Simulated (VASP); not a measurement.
# As (Im-3m) in VASP: single point with r2SCAN

Aim: the single point of As with r2SCAN.

Everything below comes from runs of VASP 6.6.1. Logs are shortened: lines on timing, memory, paths and dates and some standing lists are left out, and cuts for length are marked.

### Step 1. The cell of the first run

It takes space group Im-3m (No. 229, cubic). The conventional cell has a = 3.406 Å, b = 3.406 Å, c = 3.406 Å, α = 90.00°, β = 90.00°, γ = 90.00°. As (site symmetry m-3m) has 14 As at 2.95 to 3.41 Å within 3.9 Å.

### Step 2. Single point, r2SCAN

POSCAR

```
As
1.0
    2.8386879517     -0.5677375903     -0.5677375903
   -0.5677375903      2.8386879517     -0.5677375903
   -0.5677375903     -0.5677375903      2.8386879517
As
1
Direct
    0.5000000000      0.5000000000      0.5000000000
```

INCAR.step1

```
ALGO     = Normal         # electronic algorithm
EDIFF    = 1E-4           # SCF threshold, eV
ENCUT    = 520            # plane-wave cutoff, eV
GGA      = PE             # functional
ISMEAR   = 0              # smearing method
LASPH    = True           # aspherical terms in the spheres
LCHARG   = False          # write CHGCAR
LREAL    = False          # projectors in reciprocal space
LWAVE    = True           # write WAVECAR
NBANDS   = 8              # bands
NELM     = 100            # most SCF steps
PREC     = Accurate       # precision mode
SIGMA    = 0.15           # smearing width, eV
```

INCAR.step2

```
ALGO     = Normal         # electronic algorithm
EDIFF    = 1E-6           # SCF threshold, eV
ENCUT    = 520            # plane-wave cutoff, eV
ISIF     = 2              # what is computed and relaxed
ISMEAR   = 0              # smearing method
ISTART   = 1            
LASPH    = True           # aspherical terms in the spheres
LCHARG   = True           # write CHGCAR
LELF     = True           # ELF
LMIXTAU  = True         
LREAL    = False          # projectors in reciprocal space
LVHAR    = True         
LWAVE    = False          # write WAVECAR
METAGGA  = R2SCAN         # meta-GGA
NBANDS   = 8              # bands
NELM     = 100            # most SCF steps
PREC     = Accurate       # precision mode
SIGMA    = 0.15           # smearing width, eV
```

KPOINTS

```
k-points
0
Gamma
  20 20 20
```

Potentials or basis: VASP PAW PBE potentials, release 64 (As).

Launch:

```console
> cat potpaw_PBE.64/As/POTCAR > POTCAR
> cp INCAR.step1 INCAR
> mpirun -np 1 vasp_std > vasp.out
> cp INCAR.step2 INCAR
> mpirun -np 1 vasp_std > vasp.out
```

OUTCAR:

```text
EDIFF = 1E-6
   ENCUT = 520
   ISIF = 2
   ISMEAR = 0
   ISTART = 1
   LASPH = True
   LREAL = False
   METAGGA = R2SCAN
   NELM = 100
   PREC = Accurate

 ion  position               nearest neighbor table
   1  0.500  0.500  0.500-

  LATTYP: Found a body centered cubic cell.
 ALAT       =     3.4064255420

  Lattice vectors:

 A1 = (   2.8386879517,  -0.5677375903,  -0.5677375903)
 A2 = (  -0.5677375903,   2.8386879517,  -0.5677375903)
 A3 = (  -0.5677375903,  -0.5677375903,   2.8386879517)

Analysis of symmetry for initial positions (statically):
=====================================================================
 Subroutine PRICEL returns:
 Original cell was already a primitive cell.

 Routine SETGRP: Setting up the symmetry group for a
 body centered cubic supercell.

 Subroutine GETGRP returns: Found 48 space group operations
 (whereof 12 operations were pure point group operations)
 out of a pool of 48 trial point group operations.

The static configuration has the point symmetry D_3d.
 The point group associated with its full space group is O_h .

Analysis of symmetry for dynamics (positions and initial velocities):
=====================================================================
 Subroutine PRICEL returns:
 Original cell was already a primitive cell.

 Routine SETGRP: Setting up the symmetry group for a
 body centered cubic supercell.

 Subroutine GETGRP returns: Found 48 space group operations
 (whereof 12 operations were pure point group operations)
 out of a pool of 48 trial point group operations.

The dynamic configuration has the point symmetry D_3d.
 The point group associated with its full space group is O_h .

 Subroutine INISYM returns: Found 48 space group operations
 (whereof 12 operations are pure point group operations),
 and found     1 'primitive' translations

----------------------------------------------------------------------------------------

                                     Primitive cell

  volume of cell :      19.7636

  direct lattice vectors                    reciprocal lattice vectors
     2.838687952 -0.567737590 -0.567737590     0.391417137  0.097854284  0.097854284
    -0.567737590  2.838687952 -0.567737590     0.097854284  0.391417137  0.097854284
    -0.567737590 -0.567737590  2.838687952     0.097854284  0.097854284  0.391417137

  length of vectors
     2.950051055  2.950051055  2.950051055     0.415160568  0.415160568  0.415160568

  position of ions in fractional coordinates (direct lattice)
[... 75 lines left out ...]
   ENCUT  =  520.0 eV  38.22 Ry    6.18 a.u.   5.49  5.49  5.49*2*pi/ulx,y,z
   NELM   =    100;   NELMIN=  2; NELMDL=  0     # of ELM steps
   EDIFF  = 0.1E-05   stopping-criterion for ELM
   LREAL  =      F    real-space projection
   EDIFFG = 0.1E-04   stopping-criterion for IOM
   NSW    =      0    number of steps for IOM
   IBRION =     -1    ionic relax: 0-MD 1-quasi-New 2-CG
   NFREE  =      0    steps in history (QN), initial steepest desc. (CG)
   ISIF   =      2    stress and relaxation
   ISYM   =      2    0-nonsym 1-usesym 2-fastsym
   POTIM  = 0.5000    time-step for ionic-motion
   TEBEG  =    0.0;   TEEND  =   0.0 temperature during run
   PSTRESS=    0.0 pullay stress
   NELECT =       5.0000    total number of electrons
   NUPDOWN=      -1.0000    fix difference up-down
   EMIN   =  10.00;   EMAX   =-10.00  energy-range for DOS
   EFERMI =   0.00;   METHOD = LEGACY
   ISMEAR =     0;   SIGMA  =   0.15  broadening in eV -4-tet -1-fermi 0-gaus
   EFERMI_NEDOS =   21; number of points for ismear=-14 and -15
   IALGO  =     38    algorithm
   IMIX   =      4    mixing-type and parameters
     AMIX     =   0.40;   BMIX     =  1.00
     AMIX_MAG =   1.60;   BMIX_MAG =  1.00
  volume/ion in A,a.u.               =      19.76       133.37
  Fermi-wavevector in a.u.,A,eV,Ry     =   1.035403  1.956627 14.586243  1.072059
  Thomas-Fermi vector in A             =   2.169744
   LORBIT       =      0    0 simple, 1 ext, 2 COOP (PROOUT), +10 PAW based schemes
   METAGGA = R2SCAN    functional components
   LHFCALC =     F    Hartree Fock is set to
   AEXX    =    0.0000 exact exchange contribution
   IVDW    =     0    specifies the selected vdW correction
   LEPSILON=     F    determine dielectric tensor
   LRPA    =     F    only Hartree local field effects (RPA)
 non-spin polarized calculation
 Gauss-broadening in eV      SIGMA  =   0.15
  energy-cutoff  :      520.00
  volume of cell :       19.76
 maximum number of plane-waves:       555
 NGX is ok and might be reduce to    24
   NGX = 11   NGY = 11   NGZ = 11

 number of electron       4.9999999 magnetization

 Free energy of the ion-electron system (eV)
  ---------------------------------------------------
  ext. energy  EPLUGINS =         0.00000000
  ---------------------------------------------------
  free energy    TOTEN  =       -14.08729069 eV

  energy without entropy =      -14.08065483  energy(sigma->0) =      -14.08397276

 E-fermi :   5.8509     XC(G=0): -11.1273

 val. band max:        5.8500240631   @ k =   0.3000   0.1500   0.1500
 cond. band min:       5.8579209517   @ k =  -0.3000   0.4000   0.1000
 fundamental gap:      0.0078968886
 Fermi energy:         5.8509436695

 k-point     1 :       0.0000    0.0000    0.0000
  band No.  band energies     occupation
      1      -9.5257      2.00000
      2      11.7459      0.00000
      3      11.7459      0.00000
      4      11.7459      0.00000
      5      19.2877      0.00000
      6      19.2877      0.00000
      7      19.2877      0.00000
      8      21.2549      0.00000
[... 243 lines left out ...]
 k-point    24 :       0.2500    0.1000   -0.0000
  band No.  band energies     occupation
      1      -7.1373      2.00000
      2       3.7886      2.00000
      3       7.7782      0.00000
      4      10.1141      0.00000
      5      15.8220      0.00000
      6      17.0882      0.00000
      7      20.8707      0.00000
      8      24.6097      0.00000

 [... further k-points ...]
[... 5 lines left out ...]
  --------------------------------------------------------------------------------------
  -------------------------------------------------------------------------------------
  Total       -0.4677274     -0.4677274     -0.4677274     -0.0000000     -0.0000000     -0.0000000
  in kB      -37.9172346    -37.9172346    -37.9172346     -0.0000000     -0.0000000     -0.0000000
  external PRESSURE =     -37.9172346 kB  Pullay stress =       0.0000000 kB

 VOLUME and BASIS-vectors are now :
 -----------------------------------------------------------------------------
  energy-cutoff  :      520.00
  volume of cell :       19.76
      direct lattice vectors                 reciprocal lattice vectors
     2.838687952 -0.567737590 -0.567737590     0.391417137  0.097854284  0.097854284
    -0.567737590  2.838687952 -0.567737590     0.097854284  0.391417137  0.097854284
    -0.567737590 -0.567737590  2.838687952     0.097854284  0.097854284  0.391417137

 POSITION                                       TOTAL-FORCE (eV/Angst)
 -----------------------------------------------------------------------------------
      0.85161      0.85161      0.85161        -0.000000      0.000000      0.000000
 -----------------------------------------------------------------------------------
    total drift:                                0.000000     -0.000000     -0.000000

  FREE ENERGIE OF THE ION-ELECTRON SYSTEM (eV)
  ---------------------------------------------------
  free  energy   TOTEN  =       -14.0872906890 eV

  energy  without entropy=      -14.0806548306  energy(sigma->0) =      -14.08397276
```

It took 81 s on 1 thread of Intel Xeon Platinum 8488C (Sapphire Rapids), shared host; peak memory 0.17 GiB.

What came out:

| Property | Result |
| --- | --- |
| Free energy | -14.0873 eV |
| Pressure | -3.8 GPa |

Levels at points of the mesh, in eV from the Fermi level:
| k point | band 1 | band 2 | band 3 | band 4 | band 5 | band 6 |
| --- | --- | --- | --- | --- | --- | --- |
| (0.00, 0.00, 0.00) | -15.38 | 5.89 | 5.89 | 5.89 | 13.44 | 13.44 |
| (0.50, 0.00, 0.00) | -10.64 | -6.46 | 1.88 | 4.50 | 8.34 | 8.93 |
| (0.50, 0.50, 0.50) | -6.95 | -2.30 | -2.30 | -2.30 | 4.37 | 4.37 |

Caveat: the PAW data sets were made with another functional, which shifts forces and pressure a little.
